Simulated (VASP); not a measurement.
ZnAg, 2 atoms in the cell. The structure is cubic, space group Pm-3m (No. 221). The conventional cell has a = 2.986 Å, b = 2.986 Å, c = 2.986 Å, α = 90.00°, β = 90.00°, γ = 90.00°. Zn (site symmetry m-3m) has 8 Ag at 2.59 Å and 6 Zn at 2.99 Å within 3.4 Å. Ag (site symmetry m-3m) has 8 Zn at 2.59 Å and 6 Ag at 2.99 Å within 3.4 Å. 

```yaml
Program: VASP 6.6.1
Task: single point
Functional: PBEsol
Potentials_or_basis: VASP PAW PBE potentials, release 64 (Zn, Ag)
Cutoff: 520 eV
k_mesh: 14 × 14 × 14
Occupations: gaussian, width 0.1 eV
Spin: no spin polarisation
Dipole_correction: no
Further_INCAR_settings: ALGO = Fast; EDIFF = 1e-06; NBANDS = 18
```

Potentials or basis: VASP PAW PBE potentials, release 64 (Zn, Ag).

Launch:

```sh
$ cat potpaw_PBE.64/Zn/POTCAR potpaw_PBE.64/Ag/POTCAR > POTCAR
$ mpirun -np 1 vasp_std > vasp.out
```

Hardware: 1 thread of Intel(R) Xeon(R) Platinum 8488C (Sapphire Rapids), with other jobs on the host.

Problem. How long does it take, and how much memory?

Solution. Run time: 23 s on 1 thread of Intel(R) Xeon(R) Platinum 8488C (Sapphire Rapids), on a shared host, peak memory 0.18 GiB. Counts: scf iterations 14, k points 120.
